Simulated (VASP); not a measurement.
# KVF3 (Pm-3m) in VASP: a series of runs

The runs below take KVF3 through single point, with LDA+U.

All numbers are computed with VASP 6.6.1; they aren't measurements. Logs are shortened: lines on timing, memory, paths and dates and some standing lists are left out, and cuts for length are marked.

**1. The cell of the first run**

The structure is cubic, space group Pm-3m (No. 221). Conventional cell: a = 4.131 Å, b = 4.131 Å, c = 4.131 Å, α = 90.00°, β = 90.00°, γ = 90.00°. K (site symmetry m-3m) has 12 F at 2.92 Å and 8 V at 3.58 Å within 3.8 Å. V (site symmetry m-3m) has 6 F at 2.07 Å within 2.7 Å. F (site symmetry 4/mmm) has 2 V at 2.07 Å within 2.7 Å.

**2. Single point, LDA+U, collinear spin, ferromagnetic start**

File INCAR:

```
  PREC = Accurate
  ENCUT = 520
  EDIFF = 1E-6
  ISMEAR = 0
  SIGMA = 0.05
  LREAL = F
  LASPH = T
  NELM = 150
  ALGO = Normal
  ISIF = 2
  LWAVE = F
  LCHARG = F
  ISPIN = 2
  MAGMOM = 0 0.75 0 0 0
  LORBIT = 11
  NUPDOWN = 0.75
  LMAXMIX = 4
  LDAU = T
  LDAUTYPE = 2
  LDAUL = -1 2 -1
  LDAUU = 0 3 0
  LDAUJ = 0 0 0
  LDAUPRINT = 1
  NBANDS = 34
```

File KPOINTS:

```
Automatic mesh
0
Gamma
  5 5 5
```

File POSCAR:

```
KVF3
1.0
    4.1310003900      0.0000000000      0.0000000000
    0.0000000000      4.1310003900      0.0000000000
    0.0000000000      0.0000000000      4.1310003900
K V F
1 1 3
Direct
    0.0000000000      0.0000000000      0.0000000000
    0.5000000000      0.5000000000      0.5000000000
    0.5000000000      0.5000000000      0.0000000000
    0.0000000000      0.5000000000      0.5000000000
    0.5000000000      0.0000000000      0.5000000000
```

Potentials or basis: VASP PAW LDA potentials, release 64 (K_sv, V_sv, F).

Started as:

```
> cat potpaw_LDA.64/K_sv/POTCAR potpaw_LDA.64/V_sv/POTCAR potpaw_LDA.64/F/POTCAR > POTCAR
> mpirun -np 1 vasp_std > vasp.out
```

OUTCAR:

```text
PREC = Accurate
   ENCUT = 520
   EDIFF = 1E-6
   ISMEAR = 0
   LREAL = F
   LASPH = T
   NELM = 150
   ISIF = 2
   ISPIN = 2
   LORBIT = 11
   NUPDOWN = 0.75

 ion  position               nearest neighbor table
   1  0.000  0.000  0.000-
   2  0.500  0.500  0.500-   3 2.07   4 2.07   5 2.07   3 2.07   5 2.07   4 2.07
   3  0.500  0.500  0.000-   2 2.07   2 2.07
   4  0.000  0.500  0.500-   2 2.07   2 2.07
   5  0.500  0.000  0.500-   2 2.07   2 2.07

  LATTYP: Found a simple cubic cell.
 ALAT       =     4.1310003900

  Lattice vectors:

 A1 = (   4.1310003900,   0.0000000000,   0.0000000000)
 A2 = (   0.0000000000,   4.1310003900,   0.0000000000)
 A3 = (   0.0000000000,   0.0000000000,   4.1310003900)

Analysis of symmetry for initial positions (statically):
=====================================================================
 Subroutine PRICEL returns:
 Original cell was already a primitive cell.

 Routine SETGRP: Setting up the symmetry group for a
 simple cubic supercell.

 Subroutine GETGRP returns: Found 48 space group operations
 (whereof 48 operations were pure point group operations)
 out of a pool of 48 trial point group operations.

The static configuration has the point symmetry O_h .

Analysis of symmetry for dynamics (positions and initial velocities):
=====================================================================
 Subroutine PRICEL returns:
 Original cell was already a primitive cell.

 Routine SETGRP: Setting up the symmetry group for a
 simple cubic supercell.

 Subroutine GETGRP returns: Found 48 space group operations
 (whereof 48 operations were pure point group operations)
 out of a pool of 48 trial point group operations.

The dynamic configuration has the point symmetry O_h .

Analysis of structural, dynamic, and magnetic symmetry:
=====================================================================
 Subroutine PRICEL returns:
 Original cell was already a primitive cell.

 Routine SETGRP: Setting up the symmetry group for a
 simple cubic supercell.

 Subroutine GETGRP returns: Found 48 space group operations
 (whereof 48 operations were pure point group operations)
 out of a pool of 48 trial point group operations.

The overall configuration has the point symmetry O_h .

 Subroutine INISYM returns: Found 48 space group operations
 (whereof 48 operations are pure point group operations),
 and found     1 'primitive' translations

----------------------------------------------------------------------------------------

                                     Primitive cell

  volume of cell :      70.4962

  direct lattice vectors                    reciprocal lattice vectors
     4.131000390  0.000000000  0.000000000     0.242072115  0.000000000  0.000000000
     0.000000000  4.131000390  0.000000000     0.000000000  0.242072115  0.000000000
     0.000000000  0.000000000  4.131000390     0.000000000  0.000000000  0.242072115

  length of vectors
     4.131000390  4.131000390  4.131000390     0.242072115  0.242072115  0.242072115

  position of ions in fractional coordinates (direct lattice)
     0.000000000  0.000000000  0.000000000
     0.500000000  0.500000000  0.500000000
     0.500000000  0.500000000  0.000000000
     0.000000000  0.500000000  0.500000000
     0.500000000  0.000000000  0.500000000

  ion indices of the primitive-cell ions
   primitive index   ion index
                 1           1
                 2           2
                 3           3
                 4           4
                 5           5

----------------------------------------------------------------------------------------
[... 75 lines left out ...]
     AMIX_MAG =   1.60;   BMIX_MAG =  1.00
  volume/ion in A,a.u.               =      14.10        95.15
  Fermi-wavevector in a.u.,A,eV,Ry     =   1.388382  2.623662 26.226665  1.927606
  Thomas-Fermi vector in A             =   2.512514
   LORBIT       =     11    0 simple, 1 ext, 2 COOP (PROOUT), +10 PAW based schemes
 LDA+U is selected, type is set to LDAUTYPE =  2
   angular momentum for each species LDAUL =    -1    2   -1
   U (eV)           for each species LDAUU =   0.0  3.0  0.0
   J (eV)           for each species LDAUJ =   0.0  0.0  0.0
   GGA     = CA    functional components
   LHFCALC =     F    Hartree Fock is set to
   AEXX    =    0.0000 exact exchange contribution
   IVDW    =     0    specifies the selected vdW correction
   LEPSILON=     F    determine dielectric tensor
   LRPA    =     F    only Hartree local field effects (RPA)
 spin polarized calculation
 Gauss-broadening in eV      SIGMA  =   0.05
  energy-cutoff  :      520.00
  volume of cell :       70.50
 maximum number of plane-waves:      1912
 NGX is ok and might be reduce to    32
   NGX = 15   NGY = 15   NGZ = 15

atom =   2  type =  2  l = 2

 onsite density matrix

spin component  1

  0.5702 -0.0000  0.0000  0.0000  0.0000
 -0.0000  0.5702 -0.0000 -0.0000  0.0000
  0.0000 -0.0000  0.0981 -0.0000 -0.0000
  0.0000 -0.0000 -0.0000  0.5702 -0.0000
  0.0000  0.0000 -0.0000 -0.0000  0.0981

spin component  2

  0.3403  0.0000  0.0000 -0.0000  0.0000
  0.0000  0.3403  0.0000  0.0000  0.0000
  0.0000  0.0000  0.0938  0.0000 -0.0000
 -0.0000  0.0000  0.0000  0.3403 -0.0000
  0.0000  0.0000 -0.0000 -0.0000  0.0938

 occupancies and eigenvectors

  o =  0.0938  v =  0.0000  0.0000  0.0000  0.0000  0.0000  0.0000  0.0000  0.0191  0.0000  0.9998      0.0000  0.0000  0.0000  0.0000  0.0000  0.0000  0.0000  0.0000  0.0000  0.0000
  o =  0.0938  v =  0.0000  0.0000  0.0000  0.0000  0.0000  0.0000  0.0000 -0.9998  0.0000  0.0191      0.0000  0.0000  0.0000  0.0000  0.0000  0.0000  0.0000  0.0000  0.0000  0.0000
  o =  0.0981  v =  0.0000  0.0000 -0.6124 -0.0000  0.7905  0.0000  0.0000  0.0000  0.0000  0.0000      0.0000  0.0000  0.0000  0.0000  0.0000  0.0000  0.0000  0.0000  0.0000  0.0000
  o =  0.0981  v =  0.0000 -0.0000  0.7905  0.0000  0.6124  0.0000  0.0000  0.0000  0.0000  0.0000      0.0000  0.0000  0.0000  0.0000  0.0000  0.0000  0.0000  0.0000  0.0000  0.0000
  o =  0.3403  v =  0.0000  0.0000  0.0000  0.0000  0.0000  1.0000  0.0000  0.0000  0.0000  0.0000      0.0000  0.0000  0.0000  0.0000  0.0000  0.0000  0.0000  0.0000  0.0000  0.0000
  o =  0.3403  v =  0.0000  0.0000  0.0000  0.0000  0.0000  0.0000 -0.5813  0.0000  0.8137 -0.0000      0.0000  0.0000  0.0000  0.0000  0.0000  0.0000  0.0000  0.0000  0.0000  0.0000
  o =  0.3403  v =  0.0000  0.0000  0.0000  0.0000  0.0000  0.0000  0.8137  0.0000  0.5813 -0.0000      0.0000  0.0000  0.0000  0.0000  0.0000  0.0000  0.0000  0.0000  0.0000  0.0000
  o =  0.5702  v =  0.0000  0.9968  0.0000 -0.0796  0.0000  0.0000  0.0000  0.0000  0.0000  0.0000      0.0000  0.0000  0.0000  0.0000  0.0000  0.0000  0.0000  0.0000  0.0000  0.0000
  o =  0.5702  v =  1.0000  0.0000  0.0000  0.0000  0.0000  0.0000  0.0000  0.0000  0.0000  0.0000      0.0000  0.0000  0.0000  0.0000  0.0000  0.0000  0.0000  0.0000  0.0000  0.0000
  o =  0.5702  v =  0.0000  0.0796  0.0000  0.9968  0.0000  0.0000  0.0000  0.0000  0.0000  0.0000      0.0000  0.0000  0.0000  0.0000  0.0000  0.0000  0.0000  0.0000  0.0000  0.0000

 number of electron      43.0000019 magnetization       0.7499999

 Free energy of the ion-electron system (eV)
  ---------------------------------------------------
  ext. energy  EPLUGINS =         0.00000000
  ---------------------------------------------------
  free energy    TOTEN  =       -27.31443609 eV

  energy without entropy =      -27.30001865  energy(sigma->0) =      -27.30722737

 E-fermi :   5.3144     XC(G=0): -10.4416

 val. band max:        5.2033107919   @ k =   0.4000   0.2000   0.2000
 cond. band min:       4.3339355166   @ k =   0.4000   0.2000   0.2000
 fundamental gap:     -0.8693752753
 Fermi energy:         4.3308614020

 spin component 1

 k-point     1 :       0.0000    0.0000    0.0000
  band No.  band energies     occupation
      1     -59.9656      1.00000
      2     -34.2954      1.00000
      3     -34.2954      1.00000
      4     -34.2954      1.00000
      5     -26.8736      1.00000
      6     -21.2500      1.00000
[... 349 lines left out ...]
     32      12.6527      0.00000
     33      13.2476      0.00000
 Fermi energy:         5.3144055086

 spin component 2

 k-point     1 :       0.0000    0.0000    0.0000
  band No.  band energies     occupation
      1     -59.3143      1.00000
      2     -33.6642      1.00000
      3     -33.6642      1.00000
      4     -33.6642      1.00000
      5     -26.8752      1.00000
      6     -21.2307      1.00000
[... 349 lines left out ...]
     32      12.6853      0.00000
     33      13.2948      0.00000
 [bands above 33 left out]

------------------------ aborting loop because EDIFF is reached ----------------------------------------

  FORCE on cell =-STRESS in cart. coord.  units (eV):
  Direction    XX          YY          ZZ          XY          YZ          ZX
  --------------------------------------------------------------------------------------
  -------------------------------------------------------------------------------------
  Total       -3.3624753     -3.3624753     -3.3624753     -0.0000000      0.0000000     -0.0000000
  in kB      -76.4194627    -76.4194627    -76.4194627     -0.0000000      0.0000000     -0.0000000
  external PRESSURE =     -76.4194627 kB  Pullay stress =       0.0000000 kB

 VOLUME and BASIS-vectors are now :
 -----------------------------------------------------------------------------
  energy-cutoff  :      520.00
  volume of cell :       70.50
      direct lattice vectors                 reciprocal lattice vectors
     4.131000390  0.000000000  0.000000000     0.242072115  0.000000000  0.000000000
     0.000000000  4.131000390  0.000000000     0.000000000  0.242072115  0.000000000
     0.000000000  0.000000000  4.131000390     0.000000000  0.000000000  0.242072115

 POSITION                                       TOTAL-FORCE (eV/Angst)
 -----------------------------------------------------------------------------------
      0.00000      0.00000      0.00000         0.000000      0.000000      0.000000
      2.06550      2.06550      2.06550         0.000000      0.000000      0.000000
      2.06550      2.06550      0.00000         0.000000      0.000000      0.000000
      0.00000      2.06550      2.06550         0.000000      0.000000      0.000000
      2.06550      0.00000      2.06550         0.000000      0.000000      0.000000
 -----------------------------------------------------------------------------------
    total drift:                                0.000000     -0.000000     -0.000000

  FREE ENERGIE OF THE ION-ELECTRON SYSTEM (eV)
  ---------------------------------------------------
  free  energy   TOTEN  =       -27.3144360931 eV

  energy  without entropy=      -27.3000186540  energy(sigma->0) =      -27.30722737

 total charge

# of ion       s       p       d       tot
------------------------------------------
    1        1.951   5.558   0.027   7.535
    2        2.143   6.124   3.089  11.356
    3        1.721   4.344   0.000   6.065
    4        1.721   4.344   0.000   6.065
    5        1.721   4.344   0.000   6.065
--------------------------------------------------
tot          9.256  24.713   3.117  37.086

 magnetization (x)

# of ion       s       p       d       tot
------------------------------------------
    1       -0.001   0.000  -0.001  -0.002
    2        0.001   0.002   0.695   0.699
    3       -0.001   0.006   0.000   0.006
    4       -0.001   0.006   0.000   0.006
    5       -0.001   0.006   0.000   0.006
--------------------------------------------------
tot         -0.001   0.021   0.694   0.714
```

Run time: 19 s. Hardware: 1 thread of Intel Xeon Platinum 8488C (Sapphire Rapids), shared host; peak memory 0.18 GiB.

Results:

- Free energy: -27.3144 eV
- Pressure: -7.6 GPa
- Net moment: 0.75 μB per cell
- Site moments: K -0.00; V +0.70; F +0.01 μB
- Valence electrons inside the program's atomic spheres: K 7.54; V 11.36; F 6.07

Eigenvalues of the final occupation matrices:
```csv
site,spin,trace,eigenvalues
site 2 d,1,1.91,0.10 0.10 0.57 0.57 0.57
site 2 d,2,1.21,0.09 0.09 0.34 0.34 0.34
```

Caveat: the total moment is fixed, so each spin has its own Fermi level. The state reached can hang on the start; a lower one may exist.

**3. Single point, LDA+U, collinear spin, ferrimagnetic start**

File INCAR:

```
SYSTEM = KVF3
  PREC = Accurate
  ENCUT = 520
  EDIFF = 1E-6
  ISMEAR = 0
  SIGMA = 0.05
  LREAL = .FALSE.
  LASPH = .TRUE.
  NELM = 150
  ALGO = Normal
  ISIF = 2
  LWAVE = .FALSE.
  LCHARG = .FALSE.
  ISPIN = 2
  MAGMOM = -0.01 2.34 0.01 0.01 0.01
  LORBIT = 11
  NUPDOWN = 2.7
  LMAXMIX = 4
  LDAU = .TRUE.
  LDAUTYPE = 2
  LDAUL = -1 2 -1
  LDAUU = 0 3 0
  LDAUJ = 0 0 0
  LDAUPRINT = 1
  GGA = CA
  NBANDS = 34
```

File KPOINTS:

```
regular mesh
0
G
  5 5 5
  0 0 0
```

POSCAR is that of step 2.

Potentials or basis: VASP PAW LDA potentials, release 64 (K_sv, V_sv, F).

Started as:

```
> cat potpaw_LDA.64/K_sv/POTCAR potpaw_LDA.64/V_sv/POTCAR potpaw_LDA.64/F/POTCAR > POTCAR
> mpirun -np 1 vasp_std > vasp.out
```

Run time: 18 s. Hardware: 1 thread of Intel Xeon Platinum 8488C (Sapphire Rapids), shared host; peak memory 0.18 GiB.

It converged, with:

```yaml
Free_energy: -29.4311 eV
Pressure: -3.5 GPa
Net_moment: 2.70 μB per cell
Site_moments: K -0.01; V +2.54; F +0.01 μB
Valence_electrons_inside_the_program's_atomic_spheres: K 7.54; V 11.34; F 6.08
```

Eigenvalues of the final occupation matrices:
```csv
site,spin,trace,eigenvalues
site 2 d,1,2.82,0.11 0.11 0.87 0.87 0.87
site 2 d,2,0.27,0.03 0.03 0.03 0.09 0.09
```

Caveat: the total moment is fixed, so each spin has its own Fermi level.

(Part 1 of 2 ends here.)
